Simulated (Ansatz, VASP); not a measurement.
# Al in VASP and in Ansatz

```
CELL_PARAMETERS angstrom
2.80809 0.00000 0.00000
-1.40404 2.40756 0.00000
0.00000 0.00000 4.68908
ATOMIC_POSITIONS crystal
Al 0.66667 0.33333 0.75000
Al 0.33333 0.66667 0.25000
```

Change from the starting cell: strain -0.0100 x Voigt [0, 1, 0, 0, 0, 0], atoms carried along.

Alike in both runs: task single point; functional r2SCAN; k mesh 24 × 24 × 14; occupations gaussian, width 0.15 eV; no spin polarisation.

```csv
,VASP,Ansatz
version,VASP 6.6.1,Ansatz 0.2.0
potentials or method,"VASP PAW PBE potentials, release 64 (Al), cutoff 520 eV","scalar-relativistic, plane waves, PAW"
valence electrons in the cell,6,6
```

Ansatz gave:

- gap on the k mesh at the Fermi level (eV): none
- pressure (GPa): 1.0
- traceless stress, the component that is largest in VASP (GPa): -0.96

Which values does VASP return?

gap on the k mesh at the Fermi level (eV): none; pressure (GPa): 0.7; traceless stress, the component that is largest in VASP (GPa): -0.96.

VASP's potentials were made for PBE, not for r2SCAN. A gap of «none» marks a metal or a gap that the smearing closes. The functional is the same, so the differences come from potentials, cutoffs and numerics.
